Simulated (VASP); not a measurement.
Runs of VASP 6.6.1 on Pd. The structure is that of space group Fm-3m (No. 225), or close to it. The cells are those of the table. 

```tsv
spin	k mesh	smearing	gap on the mesh (eV)	pressure (GPa)	moment (μB)
off	22 × 22 × 22	fermi-dirac 0.1 eV	none	-0.4	-
off	7 × 7 × 7	fermi-dirac 0.1 eV	none	0.0	-
collinear, ferromagnetic start	14 × 14 × 14	fermi-dirac 0.01 eV	none	-0.3	0.46
collinear, ferromagnetic start	14 × 14 × 14	gaussian 0.6 eV	none	(a)	(b)
off	14 × 14 × 14	methfessel-paxton 1 eV	none	-1.0	-
```

Alike in all rows: task single point; level PBE; potentials or basis VASP PAW PBE potentials, release 64 (Pd); cell a = 2.791 Å, angles 60.0°, 1 atom; cutoff (eV) 520.

Task: Fill in the values left out.

Result: (a) 0.4; (b) 0.00.

Caveats: some runs use coarse meshes.

A k mesh can miss the band edges, and the runs leave out spin-orbit coupling on Pd.

A gap of «none» marks levels without a gap at the run's occupations.
